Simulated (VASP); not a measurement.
BaMg2N2, 5 atoms in the cell. Symmetry: P6/mmm, No. 191, hexagonal system. The conventional cell has a = 5.366 Å, b = 5.366 Å, c = 6.372 Å, α = 90.00°, β = 90.00°, γ = 120.00°. Ba (site symmetry 6/mmm) has 2 N at 2.61 Å within 3.4 Å. Mg (site symmetry -6m2) has 3 Mg at 3.10 Å and 6 N at 3.15 Å within 4.1 Å. Within 1.6 Å of N (site symmetry 6mm) lie 1 N at 1.16 Å. 

| Item | Value |
| --- | --- |
| Program | VASP 6.6.1 |
| Task | relaxation of cell and atoms |
| Functional | PBE |
| Potentials or basis | VASP PAW PBE potentials, release 64 (Ba_sv, Mg, N) |
| Cutoff | 600 eV |
| k mesh | 6 × 6 × 4 |
| Occupations | gaussian, width 0.1 eV |
| Spin | no spin polarisation |
| Dipole correction | no |
| Further INCAR settings | ALGO = Normal; EDIFF = 1e-07; IBRION = 2; EDIFFG = -0.04; NSW = 90; ISIF = 3 |

Potentials or basis: VASP PAW PBE potentials, release 64 (Ba_sv, Mg, N).

The run is started by

```console
$ cat potpaw_PBE.64/Ba_sv/POTCAR potpaw_PBE.64/Mg/POTCAR potpaw_PBE.64/N/POTCAR > POTCAR
$ mpirun -np 1 vasp_std > vasp.out
```

Hardware: 1 thread of Oxide Virtual Turin-like Processor, on a shared host.

**Question.** How long does it take, and how much memory?

**Answer.** Wall time 10 min on 1 thread of Oxide Virtual Turin-like Processor, with other jobs on the host, peak memory 0.38 GiB. Counts: scf iterations 67, k points 21, ion steps 7.
